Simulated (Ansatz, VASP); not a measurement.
**Mg2Si3N3 in VASP and in Ansatz**

```
Mg Si N
1.0
     6.48146    0.00000    0.00000
    -3.24073    5.61311    0.00000
     0.00000    0.00000    2.74129
Mg Si N
2 3 3
Direct
  0.66667 0.33333 0.00000
  0.33333 0.66667 0.00000
  0.00000 0.20435 0.00000
  0.79565 0.79565 0.00000
  0.20435 0.00000 0.00000
  0.00000 0.38768 0.50000
  0.61232 0.61232 0.50000
  0.38768 0.00000 0.50000
```

Alike in both runs: functional PBE; k mesh 3 × 3 × 5; occupations gaussian, width 0.2 eV; no spin polarisation.

Ansatz relaxed the structure, and its values are those at the end. VASP's run is a single point on that final structure, the one shown.

|  | VASP | Ansatz |
| --- | --- | --- |
| version | VASP 6.6.1 | Ansatz 0.2.0 |
| potentials or method | VASP PAW PBE potentials, release 64 (Mg, Si, N), cutoff 600 eV | scalar-relativistic, plane waves, PAW |
| valence electrons in the cell | 31 | 47 |

```tsv
	VASP	Ansatz	Ansatz less VASP
gap on the k mesh at the Fermi level (eV)	none	none	-
pressure (GPa)	-0.1	0.3	+0.34
rms of the force components (eV/Å)	0.018	0.017	-0.0007
```

A gap of «none» marks a metal or a gap that the smearing closes. With one functional, cell and mesh, what is left measures potentials, basis and numerics. VASP's potentials hold 31 valence electrons a cell and Ansatz's 47, so a difference there can come from the potentials and not from the codes.

The k mesh is coarse, so the values compare programs but aren't converged.
